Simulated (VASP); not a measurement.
Crystal: C.

```xyz
2
Lattice="2.1072 0.0000 0.0000 -1.0536 1.8249 0.0000 0.0000 0.0000 3.4410" Properties=species:S:1:pos:R:3 pbc="T T T"
C     0.0000    1.2166    0.8603
C     1.0536    0.6083    2.5808
```

```yaml
Program: VASP 6.6.1
Task: relaxation of cell and atoms
Functional: PBE
Potentials_or_basis: VASP PAW PBE potentials, release 64 (C_h)
Cutoff: 910 eV
k_mesh: 17 × 17 × 9
Occupations: fermi-dirac, width 0.1 eV
Spin: no spin polarisation
```

At the start: pressure 8.4 GPa; volume 6.62 Å³/atom.

Question: Where does the relaxation end?

Answer: Over 29 steps the energy falls by 292.9 meV/atom and the volume is 6.63 Å³/atom (+0.2 %); space group P6_3/mmc (No. 194, to 0.1 Å) before and after.

The path:
```csv
step,energy change (eV),largest force (eV/Å),pressure (GPa),volume (Å³)
1,0.0000,0.0000,8.37,13.23
2,-0.0188,0.0000,-0.06,13.90
3,-0.0188,0.0000,-0.29,13.92
4,-0.0193,0.0000,-0.18,13.91
5,-0.0198,0.0000,0.04,13.89
6,-0.0223,0.0000,0.55,13.83
7,-0.0428,0.0000,1.65,13.72
8,-0.0965,0.0000,4.85,13.46
9,-0.1990,0.0000,13.73,12.82
10,-0.2800,0.0000,53.98,11.12
11,-0.2126,0.0000,19.52,12.38
12,-0.2929,0.0000,26.92,11.78
13,-0.3313,0.0000,38.86,11.37
14,-0.3195,0.0000,44.88,11.26
15,-0.3350,0.0000,42.96,11.32
16,-0.3780,0.0000,37.39,11.48
17,-0.4485,0.0000,27.03,11.82
18,-0.5345,0.0000,11.23,12.52
19,-0.5658,0.0000,-4.63,13.99
20,-0.5718,0.0000,-1.38,13.60
21,-0.5720,0.0000,-0.78,13.53
22,-0.5747,0.0000,-0.92,13.53
23,-0.5804,0.0000,-1.29,13.53
24,-0.5834,0.0000,-2.75,13.52
25,-0.5835,0.0000,-2.54,13.52
26,-0.5849,0.0000,-1.79,13.42
27,-0.5849,0.0000,2.19,13.13
28,-0.5858,0.0000,-0.52,13.30
29,-0.5859,0.0000,0.01,13.26
```

Final structure:
```
C
1.0
     1.71645    0.00000    0.00000
    -0.85823    1.48649    0.00000
     0.00000    0.00000    5.19579
C
2
Direct
  0.33333 0.66667 0.25000
  0.66667 0.33333 0.75000
```

Caveat: a cell axis changed by over 15 % at a fixed basis, so the end point is rough.
